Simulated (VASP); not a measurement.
# Ge (P6_3/mmc) in VASP: further runs

Ge is run at these levels: PBE; tasks: single point.

All numbers are computed with VASP 6.6.1; they aren't measurements. Logs are shortened: lines on timing, memory, paths and dates and some standing lists are left out, and cuts for length are marked.

### 1 The cell of the first run

Symmetry: P6_3/mmc, No. 194, hexagonal system. Conventional cell: a = 3.998 Å, b = 3.998 Å, c = 6.599 Å, α = 90.00°, β = 90.00°, γ = 120.00°. Within 3.2 Å of Ge (site symmetry 3m) lie 4 Ge at 2.45 to 2.47 Å.

### 2 Single point, PBE

INCAR

```
PREC = Accurate
ENCUT = 520
EDIFF = 1E-7
ISMEAR = 0
SIGMA = 0.016
LREAL = False
LASPH = True
NELM = 80
ALGO = Normal
ISIF = 2
LWAVE = False
LCHARG = False
GGA = PE
NBANDS = 36
```

KPOINTS

```
Automatic mesh
0
Gamma
  8 8 4
```

POSCAR

```
Ge
1.0
    3.9975858431      0.0000000000      0.0000000000
   -1.9987929216      3.4620108940      0.0000000000
    0.0000000000      0.0000000000      6.5993779500
Ge
4
Direct
    0.3333333333      0.6666666667      0.9370987500
    0.6666666667      0.3333333333      0.4370987500
    0.3333333333      0.6666666667      0.5629012500
    0.6666666667      0.3333333333      0.0629012500
```

Potentials or basis: VASP PAW PBE potentials, release 64 (Ge_d).

Run with:

```sh
> cat potpaw_PBE.64/Ge_d/POTCAR > POTCAR
> mpirun -np 1 vasp_std > vasp.out
```

OUTCAR:

```text
PREC = Accurate
   ENCUT = 520
   EDIFF = 1E-7
   ISMEAR = 0
   LREAL = False
   LASPH = True
   NELM = 80
   ISIF = 2
   GGA = PE

 ion  position               nearest neighbor table
   1  0.333  0.667  0.937-   4 2.45   4 2.45   4 2.45   3 2.47
   2  0.667  0.333  0.437-   3 2.45   3 2.45   3 2.45   4 2.47
   3  0.333  0.667  0.563-   2 2.45   2 2.45   2 2.45   1 2.47
   4  0.667  0.333  0.063-   1 2.45   1 2.45   1 2.45   2 2.47

  LATTYP: Found a hexagonal cell.
 ALAT       =     3.9975858431
 C/A-ratio  =     1.6508408347

  Lattice vectors:

 A1 = (   3.9975858431,   0.0000000000,   0.0000000000)
 A2 = (  -1.9987929216,   3.4620108940,   0.0000000000)
 A3 = (   0.0000000000,   0.0000000000,   6.5993779500)

Analysis of symmetry for initial positions (statically):
=====================================================================
 Subroutine PRICEL returns:
 Original cell was already a primitive cell.

 Routine SETGRP: Setting up the symmetry group for a
 hexagonal supercell.

 Subroutine GETGRP returns: Found 24 space group operations
 (whereof 12 operations were pure point group operations)
 out of a pool of 24 trial point group operations.

The static configuration has the point symmetry D_3d.
 The point group associated with its full space group is D_6h.

Analysis of symmetry for dynamics (positions and initial velocities):
=====================================================================
 Subroutine PRICEL returns:
 Original cell was already a primitive cell.

 Routine SETGRP: Setting up the symmetry group for a
 hexagonal supercell.

 Subroutine GETGRP returns: Found 24 space group operations
 (whereof 12 operations were pure point group operations)
 out of a pool of 24 trial point group operations.

The dynamic configuration has the point symmetry D_3d.
 The point group associated with its full space group is D_6h.

 Subroutine INISYM returns: Found 24 space group operations
 (whereof 12 operations are pure point group operations),
 and found     1 'primitive' translations

----------------------------------------------------------------------------------------

                                     Primitive cell

  volume of cell :      91.3333
[... 83 lines left out ...]
 SYSTEM =  unknown system
   PREC   = accura    normal or accurate (medium, high low for compatibility)
   ISTART =      0    job   : 0-new  1-cont  2-samecut
   ICHARG =      2    charge: 1-file 2-atom 10-const
   ISPIN  =      1    spin polarized calculation?
   LNONCOLLINEAR =      F non collinear calculations
   LSORBIT =      F    spin-orbit coupling
   LASPH  =      T    aspherical Exc in radial PAW
   ENCUT  =  520.0 eV  38.22 Ry    6.18 a.u.   7.43  7.43 12.27*2*pi/ulx,y,z
   NELM   =     80;   NELMIN=  2; NELMDL= -5     # of ELM steps
   EDIFF  = 0.1E-06   stopping-criterion for ELM
   LREAL  =      F    real-space projection
   EDIFFG = 0.1E-05   stopping-criterion for IOM
   NSW    =      0    number of steps for IOM
   IBRION =     -1    ionic relax: 0-MD 1-quasi-New 2-CG
   NFREE  =      0    steps in history (QN), initial steepest desc. (CG)
   ISIF   =      2    stress and relaxation
   ISYM   =      2    0-nonsym 1-usesym 2-fastsym
   POTIM  = 0.5000    time-step for ionic-motion
   TEBEG  =    0.0;   TEEND  =   0.0 temperature during run
   PSTRESS=    0.0 pullay stress
   NELECT =      56.0000    total number of electrons
   NUPDOWN=      -1.0000    fix difference up-down
   EMIN   =  10.00;   EMAX   =-10.00  energy-range for DOS
   EFERMI =   0.00;   METHOD = LEGACY
   ISMEAR =     0;   SIGMA  =   0.02  broadening in eV -4-tet -1-fermi 0-gaus
   EFERMI_NEDOS =   21; number of points for ismear=-14 and -15
   IALGO  =     38    algorithm
   IMIX   =      4    mixing-type and parameters
     AMIX     =   0.40;   BMIX     =  1.00
     AMIX_MAG =   1.60;   BMIX_MAG =  1.00
  volume/ion in A,a.u.               =      22.83       154.09
  Fermi-wavevector in a.u.,A,eV,Ry     =   1.390789  2.628209 26.317650  1.934293
  Thomas-Fermi vector in A             =   2.514690
   LORBIT       =      0    0 simple, 1 ext, 2 COOP (PROOUT), +10 PAW based schemes
   GGA     = PE    functional components
   LHFCALC =     F    Hartree Fock is set to
   AEXX    =    0.0000 exact exchange contribution
   IVDW    =     0    specifies the selected vdW correction
   LEPSILON=     F    determine dielectric tensor
   LRPA    =     F    only Hartree local field effects (RPA)
 non-spin polarized calculation
 Gauss-broadening in eV      SIGMA  =   0.02
  energy-cutoff  :      520.00
  volume of cell :       91.33
 maximum number of plane-waves:      2491
 NGX is ok and might be reduce to    30
   NGX = 15   NGY = 15   NGZ = 25

 number of electron      56.0000053 magnetization

 Free energy of the ion-electron system (eV)
  ---------------------------------------------------
  ext. energy  EPLUGINS =         0.00000000
  ---------------------------------------------------
  free energy    TOTEN  =       -17.95953468 eV

  energy without entropy =      -17.95953468  energy(sigma->0) =      -17.95953468

 E-fermi :   5.0192     XC(G=0):  -9.8793

 val. band max:        4.9591083733   @ k =   0.0000   0.0000   0.0000
 cond. band min:       5.0804574857   @ k =   0.0000   0.0000   0.0000
 fundamental gap:      0.1213491124
 Fermi energy:         5.0191725658

 k-point     1 :       0.0000    0.0000    0.0000
  band No.  band energies     occupation
      1     -19.9305      2.00000
      2     -19.9305      2.00000
      3     -19.8925      2.00000
      4     -19.8925      2.00000
      5     -19.8925      2.00000
      6     -19.8796      2.00000
[... 925 lines left out ...]
     35      12.4274      0.00000
     36      12.4274      0.00000

 [... further k-points ...]
[... 5 lines left out ...]
  --------------------------------------------------------------------------------------
  -------------------------------------------------------------------------------------
  Total        1.7061941      1.7061941      1.5817404     -0.0000000      0.0000000      0.0000000
  in kB       29.9302121     29.9302121     27.7470330     -0.0000000      0.0000000      0.0000000
  external PRESSURE =      29.2024857 kB  Pullay stress =       0.0000000 kB

 VOLUME and BASIS-vectors are now :
 -----------------------------------------------------------------------------
  energy-cutoff  :      520.00
  volume of cell :       91.33
      direct lattice vectors                 reciprocal lattice vectors
     3.997585843  0.000000000  0.000000000     0.250150976  0.144424733  0.000000000
    -1.998792922  3.462010894  0.000000000     0.000000000  0.288849467  0.000000000
     0.000000000  0.000000000  6.599377950     0.000000000  0.000000000  0.151529433

 POSITION                                       TOTAL-FORCE (eV/Angst)
 -----------------------------------------------------------------------------------
     -0.00000      2.30801      6.18427        -0.000000      0.000000     -0.019018
      1.99879      1.15400      2.88458         0.000000      0.000000     -0.019018
     -0.00000      2.30801      3.71480        -0.000000      0.000000      0.019018
      1.99879      1.15400      0.41511         0.000000     -0.000000      0.019018
 -----------------------------------------------------------------------------------
    total drift:                               -0.000000      0.000000     -0.000000

  FREE ENERGIE OF THE ION-ELECTRON SYSTEM (eV)
  ---------------------------------------------------
  free  energy   TOTEN  =       -17.9595346838 eV

  energy  without entropy=      -17.9595346838  energy(sigma->0) =      -17.95953468
```

OSZICAR:

```text
N       E                     dE             d eps       ncg     rms          rms(c)
DAV:   1     0.492103471544E+03    0.49210E+03   -0.28376E+04  2516   0.429E+03
DAV:   2     0.676471093231E+02   -0.42446E+03   -0.41398E+03  2160   0.797E+02
DAV:   3    -0.134368944537E+02   -0.81084E+02   -0.79881E+02  2368   0.206E+02
DAV:   4    -0.180411202132E+02   -0.46042E+01   -0.45890E+01  2544   0.570E+01
DAV:   5    -0.181328549112E+02   -0.91735E-01   -0.91708E-01  2440   0.906E+00    0.450E+00
DAV:   6    -0.180176447085E+02    0.11521E+00   -0.64360E-02  2372   0.198E+00    0.266E+00
DAV:   7    -0.179551863035E+02    0.62458E-01   -0.10310E-01  2372   0.222E+00    0.194E-01
DAV:   8    -0.179586615710E+02   -0.34753E-02   -0.12590E-02  2368   0.101E+00    0.859E-02
DAV:   9    -0.179594741069E+02   -0.81254E-03   -0.83790E-04  2360   0.129E-01    0.221E-02
DAV:  10    -0.179595232485E+02   -0.49142E-04   -0.74877E-05  2592   0.817E-02    0.785E-03
DAV:  11    -0.179595337229E+02   -0.10474E-04   -0.22836E-05  2452   0.244E-02    0.311E-03
DAV:  12    -0.179595345677E+02   -0.84481E-06   -0.13880E-06  2444   0.127E-02    0.822E-04
DAV:  13    -0.179595346965E+02   -0.12876E-06   -0.15106E-07  1692   0.216E-03    0.263E-04
DAV:  14    -0.179595346838E+02    0.12664E-07   -0.24568E-08  1568   0.123E-03
   1 F= -.17959535E+02 E0= -.17959535E+02  d E =-.577079E-10
```

stdout:

```text
POSCAR found type information on POSCAR Ge
 POSCAR found :  1 types and       4 ions
 scaLAPACK will be used
 LDA part: xc-table for (Slater+PW92), standard interpolation
 POSCAR, INCAR and KPOINTS ok, starting setup
 FFT: planning ... GRIDC
 FFT: planning ... GRID_SOFT
 FFT: planning ... GRID
 WAVECAR not read
 entering main loop
```

It took 2.4 min on 1 thread of Intel Xeon 6975P-C, shared host; peak memory 0.23 GiB.

What came out:

* Free energy: -17.9595 eV
* Pressure: 2.9 GPa
* Largest force: 0.019 eV/Å
* Band gap on the k mesh: 0.12 eV, direct

Forces on the atoms (eV/Å):
```
Ge   0.000  0.000 -0.019
Ge   0.000  0.000 -0.019
Ge   0.000  0.000  0.019
Ge   0.000  0.000  0.019
```

A k mesh can miss the band edges.

### 3 Single point, PBE

INCAR

```
PREC = Accurate
ENCUT = 520
EDIFF = 1E-7
ISMEAR = 0
SIGMA = 0.017
LREAL = F
LASPH = T
NELM = 80
ALGO = Normal
ISIF = 2
LWAVE = F
LCHARG = F
GGA = PE
NBANDS = 36
```

KPOINTS

```
regular mesh
0
Gamma
  8 8 4
```

POSCAR is that of step 2.

Potentials or basis: VASP PAW PBE potentials, release 64 (Ge_d).

Run with:

```sh
> cat potpaw_PBE.64/Ge_d/POTCAR > POTCAR
> mpirun -np 1 vasp_std > vasp.out
```

Run time: 2.5 min. Hardware: 1 thread of Intel Xeon 6975P-C, shared host; peak memory 0.23 GiB.

The run converged. Its results:

- Free energy: -17.9595 eV
- Pressure: 2.9 GPa
- Largest force: 0.019 eV/Å
- Band gap on the k mesh: 0.12 eV, direct

Forces on the atoms (eV/Å):
```
Ge   0.000  0.000 -0.019
Ge   0.000  0.000 -0.019
Ge   0.000  0.000  0.019
Ge   0.000  0.000  0.019
```

Stress tensor (GPa, compression positive):
```
2.99 0.00 0.00
0.00 2.99 0.00
0.00 0.00 2.77
```

Levels at points of the mesh, in eV from the valence-band top:
```
           k point  band 24  band 25  band 26  band 27  band 28  band 29  band 30  band 31  band 32  band 33
(0.00, 0.00, 0.00)    -1.48    -1.48    -0.15    -0.07     0.00     0.12     0.12     2.27     2.27     2.76
(0.50, 0.00, 0.00)    -6.74    -4.57    -3.06    -2.80    -1.44     0.55     1.66     3.58     3.72     4.33
(0.00, 0.00, 0.50)    -4.80    -0.85    -0.85    -0.85    -0.85     0.70     0.70     3.38     3.38     3.38
(0.50, 0.00, 0.50)    -7.86    -2.54    -2.54    -2.40    -2.40     0.54     0.54     2.13     2.13     6.12
```
